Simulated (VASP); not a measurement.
# In17P15 (a cell with a defect) in VASP: single point with PBE

Aim: the single point of In17P15 (a cell with a defect) with PBE.

All numbers are computed with VASP 6.6.1; they aren't measurements. Logs are shortened: lines on timing, memory, paths and dates and some standing lists are left out, and cuts for length are marked.

## Step 1: The cell of the first run

The cell holds a defect, 32 atoms: a = 10.323 Å, b = 10.323 Å, c = 10.323 Å, α = 109.47°, β = 109.47°, γ = 109.47°.

## Step 2: Single point, PBE

Contents of INCAR:

```
SYSTEM = In17P15
PREC = Accurate ; ENCUT = 520
EDIFF = 1E-6 ; ISMEAR = 0
SIGMA = 0.02 ; LREAL = Auto
LASPH = .True. ; NELM = 60
ALGO = Normal ; ISIF = 2
LWAVE = .False. ; LCHARG = .True.
GGA = PE ; LELF = .True.
LVHAR = .True. ; NBANDS = 170
```

Contents of KPOINTS:

```
regular mesh
0
Gamma
  2 2 2
  0 0 0
```

Contents of POSCAR:

```
In17P15
1.0
   -5.9597880289      5.9597880289      5.9597880289
    5.9597880289     -5.9597880289      5.9597880289
    5.9597880289      5.9597880289     -5.9597880289
In P
17 15
Direct
    0.5157337211      0.5000000000      0.0000000000
    0.5013364458      0.7513364458      0.7532121365
    0.4967878635     -0.0018756907      0.4981243093
    0.7518756907      0.2486635542      0.0000000000
    0.5013364458      0.2532121365      0.2513364458
    0.7518756907      0.5000000000      0.7486635542
    0.7481243093      0.7467878635      0.4981243093
   -0.0013364458      0.0018756907      0.0000000000
    0.7481243093     -0.0018756907      0.2467878635
   -0.0157337211      0.2342662789      0.7342662789
   -0.0013364458      0.5000000000      0.5018756907
    0.2500000000      0.7657337211      0.0000000000
    0.0032121365      0.7513364458      0.2513364458
    0.2500000000      0.0018756907      0.7486635542
    0.2500000000      0.2486635542      0.5018756907
    0.2500000000      0.5000000000      0.2657337211
    0.2500000000      0.5000000000      0.0000000000
    0.2500000000      0.7523759812      0.7470476993
    0.2500000000      0.0000000000      0.5000000000
    0.5023759812      0.2470476993      0.0000000000
    0.2500000000      0.2470476993      0.2523759812
    0.5023759812      0.5000000000      0.7470476993
    0.5029523007      0.7529523007      0.5053282819
    0.7500000000      0.0000000000      0.0000000000
    0.5029523007      0.0053282819      0.2529523007
    0.7446717181      0.2476240188      0.7476240188
    0.7500000000      0.5000000000      0.5000000000
   -0.0029523007      0.7523759812      0.0000000000
    0.7553282819      0.7529523007      0.2529523007
   -0.0023759812     -0.0053282819      0.7476240188
   -0.0023759812      0.2476240188      0.4946717181
   -0.0029523007      0.5000000000      0.2523759812
```

Potentials or basis: VASP PAW PBE potentials, release 64 (In_d, P).

Launch:

```console
cat potpaw_PBE.64/In_d/POTCAR potpaw_PBE.64/P/POTCAR > POTCAR
mpirun -np 1 vasp_std > vasp.out
```

OUTCAR:

```text
SYSTEM = In17P15
   PREC = Accurate
   ENCUT = 520
   EDIFF = 1E-6
   ISMEAR = 0
   LREAL = Auto
   LASPH = .True.
   NELM = 60
   ISIF = 2
   GGA = PE

 ion  position               nearest neighbor table
   1  0.516  0.500  0.000-  20 2.57  22 2.57  29 2.57  17 2.74
   2  0.501  0.751  0.753-  24 2.56  23 2.57  18 2.58  22 2.58
   3  0.497  0.998  0.498-  19 2.56  26 2.57  25 2.58  23 2.58
   4  0.752  0.249  0.000-  24 2.56  20 2.57  26 2.58  32 2.58
   5  0.501  0.253  0.251-  27 2.56  25 2.57  21 2.58  20 2.58
   6  0.752  0.500  0.749-  27 2.56  22 2.57  26 2.58  28 2.58
[... 24 lines left out ...]
  31  0.998  0.248  0.495-  10 2.57   9 2.57  11 2.58  15 2.58
  32  0.997  0.500  0.252-  16 2.57  11 2.57  13 2.58   4 2.58

  LATTYP: Found a body centered cubic cell.
 ALAT       =    11.9195760578

  Lattice vectors:

 A1 = (  -5.9597880289,   5.9597880289,   5.9597880289)
 A2 = (   5.9597880289,  -5.9597880289,   5.9597880289)
 A3 = (   5.9597880289,   5.9597880289,  -5.9597880289)

Analysis of symmetry for initial positions (statically):
=====================================================================
 Subroutine PRICEL returns:
 Original cell was already a primitive cell.

 Routine SETGRP: Setting up the symmetry group for a
 body centered cubic supercell.

 Subroutine GETGRP returns: Found 24 space group operations
 (whereof  2 operations were pure point group operations)
 out of a pool of 48 trial point group operations.

The static configuration has the point symmetry C_1h.
 The point group associated with its full space group is T_d .

Analysis of symmetry for dynamics (positions and initial velocities):
=====================================================================
 Subroutine PRICEL returns:
 Original cell was already a primitive cell.

 Routine SETGRP: Setting up the symmetry group for a
 body centered cubic supercell.

 Subroutine GETGRP returns: Found 24 space group operations
 (whereof  2 operations were pure point group operations)
 out of a pool of 48 trial point group operations.

The dynamic configuration has the point symmetry C_1h.
 The point group associated with its full space group is T_d .

 Subroutine INISYM returns: Found 24 space group operations
 (whereof  2 operations are pure point group operations),
 and found     1 'primitive' translations

----------------------------------------------------------------------------------------

                                     Primitive cell
[... 135 lines left out ...]
   ISIF   =      2    stress and relaxation
   ISYM   =      2    0-nonsym 1-usesym 2-fastsym
   POTIM  = 0.5000    time-step for ionic-motion
   TEBEG  =    0.0;   TEEND  =   0.0 temperature during run
   PSTRESS=    0.0 pullay stress
   NELECT =     296.0000    total number of electrons
   NUPDOWN=      -1.0000    fix difference up-down
   EMIN   =  10.00;   EMAX   =-10.00  energy-range for DOS
   EFERMI =   0.00;   METHOD = LEGACY
   ISMEAR =     0;   SIGMA  =   0.02  broadening in eV -4-tet -1-fermi 0-gaus
   EFERMI_NEDOS =   21; number of points for ismear=-14 and -15
   IALGO  =     38    algorithm
   IMIX   =      4    mixing-type and parameters
     AMIX     =   0.40;   BMIX     =  1.00
     AMIX_MAG =   1.60;   BMIX_MAG =  1.00
  volume/ion in A,a.u.               =      26.46       178.57
  Fermi-wavevector in a.u.,A,eV,Ry     =   1.153244  2.179315 18.095368  1.329972
  Thomas-Fermi vector in A             =   2.289889
   LORBIT       =      0    0 simple, 1 ext, 2 COOP (PROOUT), +10 PAW based schemes
   GGA     = PE    functional components
   LHFCALC =     F    Hartree Fock is set to
   AEXX    =    0.0000 exact exchange contribution
   IVDW    =     0    specifies the selected vdW correction
   LEPSILON=     F    determine dielectric tensor
   LRPA    =     F    only Hartree local field effects (RPA)
 non-spin polarized calculation
 Gauss-broadening in eV      SIGMA  =   0.02
  energy-cutoff  :      520.00
  volume of cell :      846.74
 maximum number of plane-waves:     22938
 NGX is ok and might be reduce to    80
   NGX = 39   NGY = 39   NGZ = 39

 number of electron     296.0000013 magnetization

 Free energy of the ion-electron system (eV)
  ---------------------------------------------------
  ext. energy  EPLUGINS =         0.00000000
  ---------------------------------------------------
  free energy    TOTEN  =      -129.14947616 eV

  energy without entropy =     -129.14416345  energy(sigma->0) =     -129.14681980

 E-fermi :   5.3290     XC(G=0):  -9.1228

 val. band max:        5.1452086191   @ k =   0.5000   0.5000   0.5000
 cond. band min:       5.3427406550   @ k =   0.5000   0.0000   0.0000
 fundamental gap:      0.1975320359
 Fermi energy:         5.3290444869

 k-point     1 :       0.0000    0.0000    0.0000
  band No.  band energies     occupation
      1      -9.5416      2.00000
      2      -9.5153      2.00000
      3      -9.5153      2.00000
      4      -9.4935      2.00000
      5      -9.4935      2.00000
      6      -9.4770      2.00000
[... 478 lines left out ...]
    159       7.3803      0.00000
    160       7.8232      0.00000
 [bands above 160 left out]

------------------------ aborting loop because EDIFF is reached ----------------------------------------

  FORCE on cell =-STRESS in cart. coord.  units (eV):
  Direction    XX          YY          ZZ          XY          YZ          ZX
  --------------------------------------------------------------------------------------
  -------------------------------------------------------------------------------------
  Total        6.5966417      6.5966417      6.5966417      0.0000000      0.0000000      0.0000000
  in kB       12.4819099     12.4819099     12.4819099      0.0000000      0.0000000      0.0000000
  external PRESSURE =      12.4819099 kB  Pullay stress =       0.0000000 kB

 VOLUME and BASIS-vectors are now :
 -----------------------------------------------------------------------------
  energy-cutoff  :      520.00
  volume of cell :      846.74
      direct lattice vectors                 reciprocal lattice vectors
    -5.959788029  5.959788029  5.959788029     0.000000000  0.083895601  0.083895601
     5.959788029 -5.959788029  5.959788029     0.083895601  0.000000000  0.083895601
     5.959788029  5.959788029 -5.959788029     0.083895601  0.083895601  0.000000000

 POSITION                                       TOTAL-FORCE (eV/Angst)
 -----------------------------------------------------------------------------------
     -0.09377      0.09377      6.05356         0.015681     -0.015681     -0.015681
      5.97893      2.99904      2.97668        -0.017583     -0.017583     -0.018124
      5.95657     -0.01914      5.94064        -0.018124      0.017583      0.017583
     -2.99904      2.99904      5.96300         0.017583     -0.017583      0.018124
      0.01914      2.97668      2.99904        -0.017583     -0.018124     -0.017583
      2.96075      5.96300      2.99904         0.017583      0.018124     -0.017583
[... 24 lines left out ...]
     -1.52170      7.41798      4.47328        -0.006069     -0.006069     -0.001048
     -1.45819      4.46641      7.41798         0.006069      0.001048     -0.006069
 -----------------------------------------------------------------------------------
    total drift:                               -0.000006     -0.000006     -0.000018

  FREE ENERGIE OF THE ION-ELECTRON SYSTEM (eV)
  ---------------------------------------------------
  free  energy   TOTEN  =      -129.1494761573 eV

  energy  without entropy=     -129.1441634489  energy(sigma->0) =     -129.14681980
```

stdout:

```text
POSCAR found type information on POSCAR InP
 POSCAR found :  2 types and      32 ions
 scaLAPACK will be used
 LDA part: xc-table for (Slater+PW92), standard interpolation
 POSCAR, INCAR and KPOINTS ok, starting setup
 FFT: planning ... GRIDC
 FFT: planning ... GRID_SOFT
 FFT: planning ... GRID
 WAVECAR not read
 entering main loop
```

Run time: 16 min. Hardware: 1 thread of Intel Xeon Platinum 8488C (Sapphire Rapids), shared host; peak memory 1.1 GiB.

Results:

| Property | Result |
| --- | --- |
| Free energy | -129.1495 eV |
| Pressure | 1.2 GPa |
| Largest force | 0.031 eV/Å |
| Band gap on the k mesh | zero (bands 148 and 149 overlap by 0.32 eV) |

Forces in eV/Å, atoms in the order of the input:
```
In   0.016 -0.016 -0.016
In  -0.018 -0.018 -0.018
In  -0.018  0.018  0.018
In   0.018 -0.018  0.018
In  -0.018 -0.018 -0.018
In   0.018  0.018 -0.018
In   0.018 -0.018  0.018
In  -0.018  0.018  0.018
In   0.018  0.018 -0.018
In   0.016  0.016  0.016
In  -0.018  0.018  0.018
In  -0.016  0.016 -0.016
In  -0.018 -0.018 -0.018
In   0.018  0.018 -0.018
In   0.018 -0.018  0.018
In  -0.016 -0.016  0.016
In   0.000  0.000  0.000
P    0.001 -0.006  0.006
P    0.000  0.000  0.000
P   -0.006  0.006  0.001
P    0.001  0.006 -0.006
P   -0.006  0.001  0.006
P    0.006  0.006 -0.001
P    0.000  0.000  0.000
P    0.006 -0.001  0.006
P   -0.001 -0.006 -0.006
P    0.000  0.000  0.000
P    0.006 -0.006  0.001
P   -0.001  0.006  0.006
P   -0.006 -0.001 -0.006
P   -0.006 -0.006 -0.001
P    0.006  0.001 -0.006
```

Caveat: the k points lie up to 0.37 Å⁻¹ apart; spin-orbit coupling is left out, which moves the levels of the heavy elements.

The gap in the log of VASP goes by the Fermi energy; the results here count the filled bands.